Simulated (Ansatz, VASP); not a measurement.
Two plane-wave programs on BAs

File POSCAR:

```
BAs
1.0
    2.9343700000      0.0000000000      0.0000000000
    0.0000000000      2.9343700000      0.0000000000
    0.0000000000      0.0000000000      2.9343700000
B As
1 1
Direct
    0.5000000000      0.5000000000      0.5000000000
    0.0000000000      0.0000000000      0.0000000000
```

Contents of INCAR.step1:

```
SYSTEM = BAs
ALGO = Normal
EDIFF = 1E-5
ENCUT = 600
GGA = PE
ISMEAR = -1
LASPH = .TRUE.
LCHARG = .FALSE.
LREAL = .FALSE.
LWAVE = .TRUE.
NBANDS = 11
NELM = 80
PREC = Accurate
SIGMA = 0.05
```

The input INCAR.step2:

```
SYSTEM = BAs
AEXX = 0.25
ALGO = Normal
EDIFF = 1E-6
EDIFFG = -0.01
ENCUT = 600
GGA = PS
IBRION = 2
ISIF = 3
ISMEAR = -1
ISTART = 1
LASPH = .TRUE.
LCHARG = .FALSE.
LHFCALC = .TRUE.
LREAL = .FALSE.
LWAVE = .FALSE.
NELM = 80
NSW = 60
PREC = Accurate
PRECFOCK = Normal
SIGMA = 0.05
```

The input KPOINTS:

```
k-points
0
G
  5 5 5
  0 0 0
```

File input:

```
crystal:
  lattice:
    - [2.93437, 0.0, 0.0]
    - [0.0, 2.93437, 0.0]
    - [0.0, 0.0, 2.93437]
  atoms:
    - { symbol: B, position: [0.5, 0.5, 0.5] }
    - { symbol: As, position: [0.0, 0.0, 0.0] }
hamiltonian:
  xc: { exchange: pbesol, correlation: pbesol, exx: { coeff: 0.25 } }
  pseudopotentials: { kind: paw }
kpoints:
  mp_grid: { grid: [5, 5, 5] }
scf:
  occupations: { method: fermi_dirac, width: 0.05 }
output:
  forces: true
  stress: true
  eigenvalues: true
relax:
  f_tol: 0.01
  max_steps: 40
  cell: { stress_tol: 0.05 }
```

Alike in both runs: task relaxation of cell and atoms; functional PBEsol-based global hybrid; k mesh 5 × 5 × 5; occupations fermi-dirac, width 0.05 eV; no spin polarisation.

|  | VASP | Ansatz |
| --- | --- | --- |
| version | VASP 6.6.1 | Ansatz 0.2.0 |
| potentials or method | VASP PAW PBE potentials, release 64 (B, As) | Ansatz PAW |
| plane-wave cutoff (eV) | 600 | 420 |
| valence electrons in the cell | 8 | 18 |

|  | VASP | Ansatz | Ansatz less VASP |
| --- | --- | --- | --- |
| gap on the k mesh at the Fermi level, each at its own relaxed structure (eV) | none | none | - |
| relaxed volume (Å³/atom) | 11.67 | 11.69 | +0.022 |
| relaxed cell length with the largest relative difference (Å) | 2.858 | 2.860 | +0.0018 |

VASP's potentials were made for PBE, not for PBEsol-based global hybrid. A gap of «none» marks a metal or a gap that the smearing closes. VASP's potentials hold 8 valence electrons a cell and Ansatz's 18, so a difference there can come from the potentials and not from the codes.

The k mesh is coarse, so the values compare programs but aren't converged. Noted on Ansatz's run: the plane-wave basis is chosen anew once the cell has moved, so the energies of steps on either side of that aren't comparable.
